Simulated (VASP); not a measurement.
A run of VASP 6.6.1 is set up as follows.

INCAR

```
SYSTEM = Rh
ALGO = Normal
EDIFF = 1E-7
ENCUT = 520
ISIF = 2
ISMEAR = -1
LASPH = .TRUE.
LCHARG = .FALSE.
LREAL = .FALSE.
LWAVE = .FALSE.
NBANDS = 14
NELM = 100
PREC = Accurate
SIGMA = 0.08
```

KPOINTS

```
k-points
0
G
  24 24 24
  0 0 0
```

The input POSCAR:

```
Rh
1.0
    0.0000000000      1.8773110582      1.8773110582
    1.8773110582      0.0000000000      1.8773110582
    1.8773110582      1.8773110582      0.0000000000
Rh
1
Direct
    0.0000000000      0.0000000000      0.0000000000
```

Potentials or basis: VASP PAW LDA potentials, release 64 (Rh_pv).

Command:

```bash
$ cat potpaw_LDA.64/Rh_pv/POTCAR > POTCAR
$ mpirun -np 1 vasp_std > vasp.out
```

Q: What does it give for the pressure?

A: 0.9 GPa.
